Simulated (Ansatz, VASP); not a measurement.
One calculation of SiC, two programs

```
Si C
1.0
     3.19820    0.00000    0.00000
    -1.59910    2.76972    0.00000
     0.00000    0.00000    4.84624
Si C
2 2
Direct
  0.33333 0.66667 0.00460
  0.66667 0.33333 0.50460
  0.33333 0.66667 0.38040
  0.66667 0.33333 0.88040
```

Change from the starting cell: strain +0.040 along x and y, -0.040 along z, atoms carried along.

Alike in both runs: task single point; functional r2SCAN; k mesh 12 × 12 × 6; occupations gaussian, width 0.05 eV; no spin polarisation.

|  | VASP | Ansatz |
| --- | --- | --- |
| version | VASP 6.6.1 | Ansatz 0.2.0 |
| potentials or method | VASP PAW PBE potentials, release 64 (Si, C), cutoff 520 eV | scalar-relativistic, plane waves, PAW |
| valence electrons in the cell | 16 | 16 |

Ansatz gave:

* gap on the k mesh at the Fermi level (eV): 2.46
* least direct gap on the mesh (eV): 3.59
* pressure (GPa): -6.4
* traceless stress, the component that is largest in VASP (GPa): 29.91
* rms of the force components (eV/Å): 0.513

Problem. Which values does VASP return?

Solution. gap on the k mesh at the Fermi level (eV): 2.46; least direct gap on the mesh (eV): 3.60; pressure (GPa): -6.5; traceless stress, the component that is largest in VASP (GPa): 30.05; rms of the force components (eV/Å): 0.509.

VASP's potentials were made for PBE, not for r2SCAN. Atom by atom the forces differ by 0.004 eV/Å (rms over components).
